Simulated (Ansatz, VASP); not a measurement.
# GaN in VASP and in Ansatz

INCAR

```
  PREC = Accurate
  ENCUT = 520
  EDIFF = 1E-6
  ISMEAR = 0
  SIGMA = 0.03
  LREAL = F
  LASPH = T
  NELM = 100
  ALGO = Normal
  ISIF = 2
  LWAVE = F
  LCHARG = F
  GGA = PS
  NBANDS = 16
```

File KPOINTS:

```
Automatic mesh
0
Gamma
  14 14 14
```

File POSCAR:

```
GaN
1.0
    0.0000000000      2.1032064750      2.1352350000
    2.1352350000      0.0000000000      2.1352350000
    2.1352350000      2.1032064750      0.0000000000
Ga N
1 1
Direct
    0.0000000000      0.0000000000      0.0000000000
    0.5000000000      0.5000000000      0.5000000000
```

Input for Ansatz:

```yaml
crystal:
  lattice:
    - [0.0, 2.103206475, 2.135235]
    - [2.135235, 0.0, 2.135235]
    - [2.135235, 2.103206475, 0.0]
  atoms:
    - { symbol: Ga, position: [0.0, 0.0, 0.0] }
    - { symbol: "N", position: [0.5, 0.5, 0.5] }
basis:
  ecutwfc: 420
kpoints:
  mp_grid: { grid: [14, 14, 14] }
hamiltonian:
  xc: pbesol
scf:
  occupations: { method: gaussian, width: 0.03 }
output:
  forces: true
  stress: true
  eigenvalues: true
```

Change from the starting cell: strain -0.0150 x Voigt [0, 1, 0, 0, 0, 0], atoms carried along.

Alike in both runs: task single point; functional PBEsol; k mesh 14 × 14 × 14; occupations gaussian, width 0.03 eV; no spin polarisation.

```csv
,VASP,Ansatz
version,VASP 6.6.1,Ansatz 0.2.0
potentials or method,"VASP PAW PBE potentials, release 64 (Ga_d, N), cutoff 520 eV","scalar-relativistic, plane waves, PAW"
valence electrons in the cell,18,18
```

|  | VASP | Ansatz | Ansatz less VASP |
| --- | --- | --- | --- |
| gap on the k mesh at the Fermi level (eV) | 0.31 | 0.32 | +0.009 |
| least direct gap on the mesh (eV) | 2.51 | 2.50 | -0.014 |
| pressure (GPa) | -4.1 | -4.5 | -0.45 |
| traceless stress, the component that is largest in VASP (GPa) | 1.65 | 1.67 | +0.019 |

VASP's potentials were made for PBE, not for PBEsol. With one functional, cell and mesh, what is left measures potentials, basis and numerics.
